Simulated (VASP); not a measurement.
Write the native input for VASP 6.6.1 that does the following.

```yaml
Task: single point
Functional: PBE
Potentials_or_basis: VASP PAW PBE potentials, release 64 (K_sv)
Cutoff: 520 eV
k_mesh: 14 × 14 × 14
Occupations: gaussian, width 0.15 eV
Spin: no spin polarisation
Dipole_correction: no
Further_INCAR_settings: ALGO = Fast; EDIFF = 1e-06; NBANDS = 10
```

The structure of K lies in POSCAR:

```
K
1.0
   -2.6441800000      2.6441800000      2.6180000000
    2.6441800000     -2.6441800000      2.6180000000
    2.5918200000      2.5918200000     -2.6180000000
K
1
Direct
    0.0000000000      0.0000000000      0.0000000000
```

This cell differs from its parent crystal: strain -0.0200 x Voigt [0, 0, 0, 0, 0, 1].

One way to write it, as run:

INCAR

```
PREC = Accurate
ENCUT = 520
EDIFF = 1E-6
ISMEAR = 0
SIGMA = 0.15
LREAL = F
LASPH = T
NELM = 60
ALGO = Fast
ISIF = 2
LWAVE = F
LCHARG = F
GGA = PE
NBANDS = 10
```

KPOINTS

```
Automatic mesh
0
Gamma
  14 14 14
```

Potentials or basis: VASP PAW PBE potentials, release 64 (K_sv).

Command:

```sh
$ cat potpaw_PBE.64/K_sv/POTCAR > POTCAR
$ mpirun -np 1 vasp_std > vasp.out
```

Results of the run:

```
Pressure               : 0.1 GPa
Band gap on the k mesh : zero (an odd number of electrons rules out a gap without spin polarisation)
```

Caveat: the cell differs from its parent crystal (strain -0.0200 x Voigt [0, 0, 0, 0, 0, 1]).

It took 2.6 min on 1 thread of AMD EPYC 9R45 96-Core Processor (Zen 5), with other jobs on the host, peak memory 0.39 GiB.
